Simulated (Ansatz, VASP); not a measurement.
Given: the input of a run of VASP 6.6.1 on BN.

The input INCAR:

```
  ALGO = Normal
  EDIFF = 1E-7
  EDIFFG = -0.01
  ENCUT = 520
  GGA = RE
  IBRION = 2
  ISIF = 2
  ISMEAR = -1
  ISPIN = 2
  IVDW = 12
  LASPH = True
  LCHARG = False
  LORBIT = 11
  LREAL = False
  LWAVE = False
  MAGMOM = 0 0
  NELM = 150
  NSW = 60
  PREC = Accurate
  SIGMA = 0.1
```

File KPOINTS:

```
k-points
0
Gamma
  10 10 10
```

POSCAR

```
BN
1.0
    0.0000000000      1.8130010000      1.8130010000
    1.8130010000      0.0000000000      1.8130010000
    1.8130010000      1.8130010000      0.0000000000
N B
1 1
Direct
    0.2300510000      0.2392670000      0.2764040000
    0.0126490000     -0.0245300000      0.0182390000
```

Potentials or basis: VASP PAW PBE potentials, release 64 (N, B).

Command:

```console
$ cat potpaw_PBE.64/N/POTCAR potpaw_PBE.64/B/POTCAR > POTCAR
$ mpirun -np 1 vasp_std > vasp.out
```

Task: Translate it to Ansatz 0.2.0. Potentials there: Ansatz PAW.

Result: As run (the cutoff follows the program's own potentials):

input.yaml

```yaml
crystal:
  lattice:
    - [0.0, 1.813001, 1.813001]
    - [1.813001, 0.0, 1.813001]
    - [1.813001, 1.813001, 0.0]
  atoms:
    - { symbol: "N", position: [0.230051, 0.239267, 0.276404] }
    - { symbol: B, position: [0.012649, -0.02453, 0.018239] }
hamiltonian:
  xc: revpbe
  pseudopotentials: { kind: paw }
  dispersion: d3bj
magnetization:
  spin_polarized: true
kpoints:
  mp_grid: { grid: [10, 10, 10] }
scf:
  occupations: { method: fermi_dirac, width: 0.1 }
output:
  forces: true
  stress: true
relax:
  f_tol: 0.01
  max_steps: 40
```

Potentials or basis: Ansatz PAW.

Launch:

```sh
$ ansatz run input.yaml --threads 1 --pin off --max-ram 2560MiB --backend cpu --events-out ev --progress --plain --runs-dir out
```

Both were run:

|  | VASP | Ansatz | Ansatz less VASP |
| --- | --- | --- | --- |
| net moment per atom (μB) | 0.00 | 0.00 | 0.000 |

VASP's potentials were made for PBE, not for revPBE.
